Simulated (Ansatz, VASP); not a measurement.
Two plane-wave programs on BAu

```
B Au
1.0
     0.00000    2.40875    2.40875
     2.40875    0.00000    2.40875
     2.40875    2.40875    0.00000
B Au
1 1
Cartesian
  0.0000 0.0000 0.0000
  2.4087 2.4087 2.4087
```

Alike in both runs: task relaxation of cell and atoms; functional PBE; k mesh 6 × 6 × 6; occupations gaussian, width 0.1 eV; no spin polarisation.

|  | VASP | Ansatz |
| --- | --- | --- |
| version | VASP 6.6.1 | Ansatz 0.2.0 |
| potentials or method | VASP PAW PBE potentials, release 64 (B, Au), cutoff 600 eV | scalar-relativistic, plane waves, PAW |
| valence electrons in the cell | 14 | 22 |

```tsv
	VASP	Ansatz	Ansatz less VASP
gap on the k mesh at the Fermi level, each at its own relaxed structure (eV)	none	none	-
relaxed volume (Å³/atom)	13.05	13.06	+0.015
relaxed cell length with the largest relative difference (Å)	3.329	3.330	+0.0013
```

A gap of «none» marks a metal or a gap that the smearing closes. VASP's potentials hold 14 valence electrons a cell and Ansatz's 22, so a difference there can come from the potentials and not from the codes.

The k mesh is coarse, so the values compare programs but aren't converged. Spin-orbit coupling is off throughout.
